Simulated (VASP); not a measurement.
A run of VASP 6.6.1 is set up as follows.

The input INCAR:

```
  ALGO = Normal
  EDIFF = 1E-6
  ENCUT = 500
  GGA_COMPAT = F
  ISIF = 2
  ISMEAR = -1
  LASPH = T
  LCHARG = F
  LREAL = F
  LWAVE = F
  NBANDS = 26
  NELM = 120
  PREC = Accurate
  SIGMA = 0.1
```

KPOINTS

```
k-points
0
Gamma
  6 6 4
```

The input POSCAR:

```
CdTe
1.0
    3.0652910000     -3.0946090000      0.0000000000
    3.0652910000      3.0946090000      0.0000000000
    0.0000000000      0.0000000000      6.0906520000
Cd Te
2 2
Direct
    0.2770300000      0.7229700000      0.7500000000
    0.7229700000      0.2770300000      0.2500000000
    0.7661370000      0.2338630000      0.7500000000
    0.2338630000      0.7661370000      0.2500000000
```

Potentials or basis: VASP PAW LDA potentials, release 64 (Cd, Te).

Launch:

```sh
$ cat potpaw_LDA.64/Cd/POTCAR potpaw_LDA.64/Te/POTCAR > POTCAR
$ mpirun -np 1 vasp_std > vasp.out
```

What does it give for the pressure?

-4.6 GPa.

Estimate the band gap on the k mesh.

zero (band 18 reaches 3.63 eV, above the bottom of band 19 at 2.22 eV).

What does it give for the largest force?

0.071 eV/Å.

Forces on the atoms (eV/Å):
```
Cd   0.000  0.038  0.000
Cd   0.000 -0.038  0.000
Te   0.000  0.071  0.000
Te   0.000 -0.071  0.000
```

Caveat: spin-orbit coupling is left out, which moves the levels of the heavy elements.
